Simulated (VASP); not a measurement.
Write the native input for VASP 6.6.1 that does the following.

| Item | Value |
| --- | --- |
| Task | single point |
| Functional | HSE06 |
| Potentials or basis | VASP PAW PBE potentials, release 64 (Ca_sv, Se) |
| Cutoff | 520 eV |
| k mesh | 4 × 4 × 4 |
| Occupations | gaussian, width 0.01 eV |
| Spin | no spin polarisation |
| Dipole correction | no |
| Grid for exact exchange (PRECFOCK) | Normal |
| Further INCAR settings | ALGO = Normal; EDIFF = 1e-07; NBANDS = 15 |
| Share of exact exchange | 0.25 |
| Screening parameter | 0.2079 1/Å |

CaSe:

```
CELL_PARAMETERS angstrom
0.00000 2.96753 2.96753
2.96753 0.00000 2.96753
2.96753 2.96753 0.00000
ATOMIC_POSITIONS crystal
Ca 0.00000 0.00000 0.00000
Se 0.50000 0.50000 0.50000
```

One way to write it, as run:

POSCAR

```
CaSe
1.0
    0.0000000000      2.9675306017      2.9675306017
    2.9675306017      0.0000000000      2.9675306017
    2.9675306017      2.9675306017      0.0000000000
Ca Se
1 1
Direct
    0.0000000000      0.0000000000      0.0000000000
    0.5000000000      0.5000000000      0.5000000000
```

INCAR.step1

```
SYSTEM = CaSe
  ALGO = Normal
  EDIFF = 1E-5
  ENCUT = 520
  GGA = PE
  ISIF = 2
  ISMEAR = 0
  LASPH = .True.
  LCHARG = .False.
  LREAL = .False.
  LWAVE = .True.
  NBANDS = 15
  NELM = 100
  PREC = Accurate
  SIGMA = 0.01
```

INCAR.step2

```
SYSTEM = CaSe
  ALGO = Normal
  EDIFF = 1E-7
  ENCUT = 520
  GGA = PE
  HFSCREEN = 0.2079
  ISIF = 2
  ISMEAR = 0
  ISTART = 1
  LASPH = .True.
  LCHARG = .False.
  LHFCALC = .True.
  LREAL = .False.
  LWAVE = .False.
  NBANDS = 15
  NELM = 100
  PREC = Accurate
  PRECFOCK = Normal
  SIGMA = 0.01
```

KPOINTS

```
k-points
0
Gamma
  4 4 4
  0 0 0
```

Potentials or basis: VASP PAW PBE potentials, release 64 (Ca_sv, Se).

Run with:

```sh
$ cat potpaw_PBE.64/Ca_sv/POTCAR potpaw_PBE.64/Se/POTCAR > POTCAR
$ cp INCAR.step1 INCAR
$ mpirun -np 1 vasp_std > vasp.out
$ cp INCAR.step2 INCAR
$ mpirun -np 1 vasp_std > vasp.out
```

It gave:

```json
{
 "Pressure": "0.3 GPa",
 "Band gap on the k mesh": "3.01 eV (least direct gap 4.04 eV)"
}
```

Caveat: the k points lie up to 0.46 Å⁻¹ apart; the PAW data sets were made with another functional, which shifts forces and pressure a little.

It took 3.8 min on 1 thread of Intel(R) Xeon(R) Platinum 8488C (Sapphire Rapids), on a shared host, peak memory 0.28 GiB.
